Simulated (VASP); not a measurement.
# HfO2 (Fm-3m) in VASP: notebook, part 3 of 3

VASP 6.6.1. The steps go on from the part before.

## 5. Relaxation of cell and atoms, r2SCAN

This run uses another cell than the first one, of 11.15 Å³/atom, 1.013 times its volume.

POSCAR

```
HfO2
1.0
    0.0000000000      2.5575000000      2.5575000000
    2.5575000000      0.0000000000      2.5575000000
    2.5575000000      2.5575000000      0.0000000000
Hf O
1 2
Direct
    0.0000000000      0.0000000000      0.0000000000
    0.2500000000      0.2500000000      0.2500000000
    0.7500000000      0.7500000000      0.7500000000
```

INCAR.step1

```
SYSTEM = HfO2
PREC = Accurate
ENCUT = 600
ISMEAR = -1
SIGMA = 0.02
LREAL = .False.
LASPH = .True.
NELM = 60
GGA = PE
ALGO = Normal
EDIFF = 1E-4
LWAVE = .True.
LCHARG = .False.
```

INCAR.step2

```
SYSTEM = HfO2
PREC = Accurate
ENCUT = 600
EDIFF = 1E-7
ISMEAR = -1
SIGMA = 0.02
LREAL = .False.
LASPH = .True.
NELM = 60
ALGO = Normal
ISIF = 3
LWAVE = .False.
LCHARG = .False.
METAGGA = R2SCAN
LMIXTAU = .True.
IBRION = 2
NSW = 80
EDIFFG = -0.01
ISTART = 1
```

KPOINTS

```
Automatic mesh
0
Gamma
  10 10 10
  0 0 0
```

Potentials or basis: VASP PAW PBE potentials, release 64 (Hf_pv, O).

Command:

```bash
$ cat potpaw_PBE.64/Hf_pv/POTCAR potpaw_PBE.64/O/POTCAR > POTCAR
$ cp INCAR.step1 INCAR
$ mpirun -np 1 vasp_std > vasp.out
$ cp INCAR.step2 INCAR
$ mpirun -np 1 vasp_std > vasp.out
```

OUTCAR:

```text
SYSTEM = HfO2
   PREC = Accurate
   ENCUT = 600
   EDIFF = 1E-7
   ISMEAR = -1
   LREAL = .False.
   LASPH = .True.
   NELM = 60
   ISIF = 3
   METAGGA = R2SCAN
   IBRION = 2
   NSW = 80
   EDIFFG = -0.01
   ISTART = 1

 ion  position               nearest neighbor table
   1  0.000  0.000  0.000-   3 2.21   3 2.21   3 2.21   2 2.21   3 2.21   2 2.21   2 2.21   2 2.21

   2  0.250  0.250  0.250-   1 2.21   1 2.21   1 2.21   1 2.21
   3  0.750  0.750  0.750-   1 2.21   1 2.21   1 2.21   1 2.21

  LATTYP: Found a face centered cubic cell.
 ALAT       =     5.1150000000

  Lattice vectors:

 A1 = (   0.0000000000,   2.5575000000,   2.5575000000)
 A2 = (   2.5575000000,   0.0000000000,   2.5575000000)
 A3 = (   2.5575000000,   2.5575000000,   0.0000000000)

Analysis of symmetry for initial positions (statically):
=====================================================================
 Subroutine PRICEL returns:
 Original cell was already a primitive cell.

 Routine SETGRP: Setting up the symmetry group for a
 face centered cubic supercell.

 Subroutine GETGRP returns: Found 48 space group operations
 (whereof 48 operations were pure point group operations)
 out of a pool of 48 trial point group operations.

The static configuration has the point symmetry O_h .

Analysis of symmetry for dynamics (positions and initial velocities):
=====================================================================
 Subroutine PRICEL returns:
 Original cell was already a primitive cell.

 Routine SETGRP: Setting up the symmetry group for a
 face centered cubic supercell.

 Subroutine GETGRP returns: Found 48 space group operations
 (whereof 48 operations were pure point group operations)
 out of a pool of 48 trial point group operations.

The dynamic configuration has the point symmetry O_h .

 Subroutine INISYM returns: Found 48 space group operations
 (whereof 48 operations are pure point group operations),
 and found     1 'primitive' translations

----------------------------------------------------------------------------------------

                                     Primitive cell

  volume of cell :      33.4562

  direct lattice vectors                    reciprocal lattice vectors
     0.000000000  2.557500000  2.557500000    -0.195503421  0.195503421  0.195503421
     2.557500000  0.000000000  2.557500000     0.195503421 -0.195503421  0.195503421
     2.557500000  2.557500000  0.000000000     0.195503421  0.195503421 -0.195503421

  length of vectors
     3.616851186  3.616851186  3.616851186     0.338621859  0.338621859  0.338621859

  position of ions in fractional coordinates (direct lattice)
     0.000000000  0.000000000  0.000000000
     0.250000000  0.250000000  0.250000000
     0.750000000  0.750000000  0.750000000

  ion indices of the primitive-cell ions
   primitive index   ion index
                 1           1
                 2           2
                 3           3

----------------------------------------------------------------------------------------

 KPOINTS: Automatic mesh

[... 51 lines left out ...]
   total plane-waves  NPLWV =  27000
   dimension x,y,z NGX =    30 NGY =   30 NGZ =   30
   dimension x,y,z NGXF=    60 NGYF=   60 NGZF=   60
   ions per type =               1   2
   NGX,Y,Z   is equivalent  to a cutoff of  13.79, 13.79, 13.79 a.u.
   NGXF,Y,Z  is equivalent  to a cutoff of  27.58, 27.58, 27.58 a.u.
 SYSTEM =  HfO2
   PREC   = accura    normal or accurate (medium, high low for compatibility)
   ISTART =      1    job   : 0-new  1-cont  2-samecut
   ICHARG =      0    charge: 1-file 2-atom 10-const
   ISPIN  =      1    spin polarized calculation?
   LNONCOLLINEAR =      F non collinear calculations
   LSORBIT =      F    spin-orbit coupling
   LASPH  =      T    aspherical Exc in radial PAW
   ENCUT  =  600.0 eV  44.10 Ry    6.64 a.u.   7.22  7.22  7.22*2*pi/ulx,y,z
   NELM   =     60;   NELMIN=  2; NELMDL=  0     # of ELM steps
   EDIFF  = 0.1E-06   stopping-criterion for ELM
   LREAL  =      F    real-space projection
   EDIFFG = -.1E-01   stopping-criterion for IOM
   NSW    =     80    number of steps for IOM
   IBRION =      2    ionic relax: 0-MD 1-quasi-New 2-CG
   NFREE  =      1    steps in history (QN), initial steepest desc. (CG)
   ISIF   =      3    stress and relaxation
   ISYM   =      2    0-nonsym 1-usesym 2-fastsym
   POTIM  = 0.5000    time-step for ionic-motion
   TEBEG  =    0.0;   TEEND  =   0.0 temperature during run
   PSTRESS=    0.0 pullay stress
   NELECT =      22.0000    total number of electrons
   NUPDOWN=      -1.0000    fix difference up-down
   EMIN   =  10.00;   EMAX   =-10.00  energy-range for DOS
   EFERMI =   0.00;   METHOD = LEGACY
   ISMEAR =    -1;   SIGMA  =   0.02  broadening in eV -4-tet -1-fermi 0-gaus
   EFERMI_NEDOS =   21; number of points for ismear=-14 and -15
   IALGO  =     38    algorithm
   IMIX   =      4    mixing-type and parameters
     AMIX     =   0.40;   BMIX     =  1.00
     AMIX_MAG =   1.60;   BMIX_MAG =  1.00
  volume/ion in A,a.u.               =      11.15        75.26
  Fermi-wavevector in a.u.,A,eV,Ry     =   1.423607  2.690227 27.574337  2.026657
  Thomas-Fermi vector in A             =   2.544186
   LORBIT       =      0    0 simple, 1 ext, 2 COOP (PROOUT), +10 PAW based schemes
   METAGGA = R2SCAN    functional components
   LHFCALC =     F    Hartree Fock is set to
   AEXX    =    0.0000 exact exchange contribution
   IVDW    =     0    specifies the selected vdW correction
   LEPSILON=     F    determine dielectric tensor
   LRPA    =     F    only Hartree local field effects (RPA)
 conjugate gradient relaxation of ions
 non-spin polarized calculation
  energy-cutoff  :      600.00
  volume of cell :       33.46
 maximum number of plane-waves:      1139
 NGX is ok and might be reduce to    30
   NGX = 15   NGY = 15   NGZ = 15

--------------------------------------- Ionic step        1  -------------------------------------------

 number of electron      21.9999993 magnetization

 Free energy of the ion-electron system (eV)
  ---------------------------------------------------
  ext. energy  EPLUGINS =         0.00000000
  ---------------------------------------------------
  free energy    TOTEN  =       -68.50086417 eV

  energy without entropy =      -68.50086417  energy(sigma->0) =      -68.50086417

------------------------ aborting loop because EDIFF is reached ----------------------------------------

  FORCE on cell =-STRESS in cart. coord.  units (eV):
  Direction    XX          YY          ZZ          XY          YZ          ZX
  --------------------------------------------------------------------------------------
  -------------------------------------------------------------------------------------
  Total       -2.5783096     -2.5783096     -2.5783096     -0.0000000      0.0000000      0.0000000
  in kB     -123.4720709   -123.4720709   -123.4720709     -0.0000000      0.0000000      0.0000000
  external PRESSURE =    -123.4720709 kB  Pullay stress =       0.0000000 kB
[... 98 lines left out ...]
--------------------------------------- Ionic step        4  -------------------------------------------

 number of electron      22.0000000 magnetization

 Free energy of the ion-electron system (eV)
  ---------------------------------------------------
  ext. energy  EPLUGINS =         0.00000000
  ---------------------------------------------------
  free energy    TOTEN  =       -68.56512794 eV

  energy without entropy =      -68.56512794  energy(sigma->0) =      -68.56512794

 E-fermi :   4.4781     XC(G=0): -12.7109

 val. band max:        4.1023874642   @ k =   0.5000   0.5000   0.0000
 cond. band min:       8.4664177950   @ k =   0.5000   0.5000   0.0000
 fundamental gap:      4.3640303308
 Fermi energy:         4.4780676668

 k-point     1 :       0.0000    0.0000    0.0000
  band No.  band energies     occupation
      1     -26.4434      2.00000
      2     -26.4434      2.00000
      3     -26.4433      2.00000
      4     -15.7691      2.00000
      5     -12.6543      2.00000
      6      -1.4823      2.00000
      7      -1.4823      2.00000
      8      -1.4823      2.00000
      9       3.4541      2.00000
     10       3.4541      2.00000
     11       3.4541      2.00000
     12       8.5686      0.00000
     13       8.5686      0.00000
     14      10.7568      0.00000
[... 401 lines left out ...]
      2     -26.5662      2.00000
      3     -26.5469      2.00000
      4     -14.0321      2.00000
      5     -13.7473      2.00000
      6      -1.5093      2.00000
      7      -0.1797      2.00000
      8      -0.1735      2.00000
      9       2.6042      2.00000
     10       2.9369      2.00000
     11       2.9599      2.00000
     12       8.9667      0.00000
     13       9.8018      0.00000
     14      12.5687      0.00000
     15      12.9897      0.00000

 [... further k-points ...]
[... 5 lines left out ...]
  --------------------------------------------------------------------------------------
  -------------------------------------------------------------------------------------
  Total       -0.0059230     -0.0059230     -0.0059230      0.0000000      0.0000000      0.0000000
  in kB       -0.2979739     -0.2979739     -0.2979739      0.0000000      0.0000000      0.0000000
  external PRESSURE =      -0.2979739 kB  Pullay stress =       0.0000000 kB
[... 18 lines left out ...]
  FREE ENERGIE OF THE ION-ELECTRON SYSTEM (eV)
  ---------------------------------------------------
  free  energy   TOTEN  =       -68.5651279388 eV

  energy  without entropy=      -68.5651279388  energy(sigma->0) =      -68.56512794

 reached required accuracy - stopping structural energy minimisation
```

Wall time 5.8 min (1 thread of Intel Xeon Platinum 8488C (Sapphire Rapids), shared host); peak memory 0.2 GiB.

Results:

| Property | Result |
| --- | --- |
| Free energy | -68.5651 eV |
| Relaxed volume | 10.62 Å³/atom |
| Relaxed cell | a = 3.558 Å, b = 3.558 Å, c = 3.558 Å, α = 60.00°, β = 60.00°, γ = 60.00° |
| Space group after relaxing (to 0.05 Å) | Fm-3m (No. 225) |
| Energy gained by relaxing | 21.4 meV/atom |
| Ionic steps | 4 |
| Pressure after relaxing | 0.0 GPa |
| Band gap on the k mesh | 4.36 eV, direct |

Step by step:
```csv
step,energy change (eV),largest force (eV/Å),pressure (GPa),volume (Å³)
1,0.0000,0.0000,-12.35,33.46
2,0.1128,0.0000,25.55,29.46
3,-0.0642,0.0000,-0.34,31.88
4,-0.0643,0.0000,-0.03,31.85
```

Final structure:
```yaml
crystal:
  lattice:
    - [0.00000, 2.51583, 2.51583]
    - [2.51583, 0.00000, 2.51583]
    - [2.51583, 2.51583, 0.00000]
  atoms:
    - { symbol: Hf, position: [0.00000, 0.00000, 0.00000] }
    - { symbol: O, position: [0.25000, 0.25000, 0.25000] }
    - { symbol: O, position: [0.75000, 0.75000, 0.75000] }
```

Levels at points of the mesh, in eV from the valence-band top:
```
           k point  band 7  band 8  band 9  band 10  band 11  band 12  band 13  band 14  band 15
(0.00, 0.00, 0.00)   -5.58   -5.58   -0.65    -0.65    -0.65     4.47     4.47     6.65    11.30
(0.50, 0.00, 0.00)   -4.49   -3.10   -2.86    -1.92    -1.92     5.19     5.19     7.72     9.70
(0.50, 0.50, 0.00)   -3.63   -3.63   -1.59    -1.59     0.00     4.36     6.14     7.39     8.88
```

Caveat: the PAW data sets were made with another functional, which shifts forces and pressure a little; spin-orbit coupling is left out, which moves the levels of the heavy elements.

## 6. Single point, r2SCAN, non-collinear spin, zero start, spin-orbit coupling

This run uses another cell than the first one, of 10.79 Å³/atom, 0.980 times its volume.

POSCAR

```
HfO2
1.0
    0.0000000000      2.5293941600      2.5293941600
    2.5293941600      0.0000000000      2.5293941600
    2.5293941600      2.5293941600      0.0000000000
Hf O
1 2
Direct
    0.0000000000      0.0000000000      0.0000000000
    0.2500000000      0.2500000000      0.2500000000
    0.7500000000      0.7500000000      0.7500000000
```

INCAR.step1

```
PREC = Accurate
ENCUT = 520
ISMEAR = -1
SIGMA = 0.02
LREAL = F
LASPH = T
NELM = 150
LNONCOLLINEAR = T
MAGMOM = 0 0 0 0 0 0 0 0 0
LSORBIT = T
GGA_COMPAT = F
LMAXMIX = 4
NBANDS = 35
GGA = PE
ALGO = Normal
EDIFF = 1E-4
LWAVE = T
LCHARG = F
```

INCAR.step2

```
PREC = Accurate
ENCUT = 520
EDIFF = 1E-7
ISMEAR = -1
SIGMA = 0.02
LREAL = F
LASPH = T
NELM = 150
ALGO = Normal
ISIF = 2
LWAVE = F
LCHARG = F
LNONCOLLINEAR = T
MAGMOM = 0 0 0 0 0 0 0 0 0
LORBIT = 11
LSORBIT = T
GGA_COMPAT = F
LORBMOM = T
LMAXMIX = 4
METAGGA = R2SCAN
LMIXTAU = T
NBANDS = 35
ISTART = 1
```

KPOINTS

```
Automatic mesh
0
Gamma
  10 10 10
```

Potentials or basis: VASP PAW PBE potentials, release 64 (Hf_pv, O).

Command:

```bash
$ cat potpaw_PBE.64/Hf_pv/POTCAR potpaw_PBE.64/O/POTCAR > POTCAR
$ cp INCAR.step1 INCAR
$ mpirun -np 1 vasp_ncl > vasp.out
$ cp INCAR.step2 INCAR
$ mpirun -np 1 vasp_ncl > vasp.out
```

Wall time 8.8 min (1 thread of Intel Xeon Platinum 8488C (Sapphire Rapids), shared host); peak memory 0.33 GiB.

It converged, with:

| Quantity | Value |
| --- | --- |
| Free energy | -69.1461 eV |
| Pressure | -3.9 GPa |
| Net moment | 0.00 μB per cell |
| Valence electrons inside the program's atomic spheres | Hf 8.25; O 5.15 |

Moments on the atoms (μB; x, y, z):
```
Hf  0.00 0.00 0.00
O   0.00 0.00 0.00
O   0.00 0.00 0.00
```

Caveat: the PAW data sets were made with another functional, which shifts forces and pressure a little.

## 7. The runs side by side

| task | spin | cell | cutoff (eV) | gap on the mesh (eV) | pressure (GPa) |
| --- | --- | --- | --- | --- | --- |
| single point | off | a = 3.601 Å, angles 60.0°, 3 atoms | 520 | 4.26 | -9.0 |
| single point | off | a = 3.624 Å, angles 60.0°, 3 atoms | 520 | 4.20 | -13.4 |
| single point | off | a = 3.647 Å, angles 60.0°, 3 atoms | 520 | 4.14 | -17.4 |
| relaxation of cell and atoms | off | relaxed from a = 3.617 Å, angles 60.0°, 3 atoms | 600 | 4.36 | 0.0 |
| single point | non-collinear, zero start, SOC | a = 3.577 Å, angles 60.0°, 3 atoms | 520 | - | -3.9 |

Alike in all rows: level r2SCAN; potentials or basis VASP PAW PBE potentials, release 64 (Hf_pv, O); k mesh 10 × 10 × 10; smearing fermi-dirac 0.02 eV.

Caveats: the PAW data sets were made with another functional, which shifts forces and pressure a little; spin-orbit coupling is left out, which moves the levels of the heavy elements (some runs).

Total energies depend on the potentials used, so only differences within one code and one set of settings carry meaning.
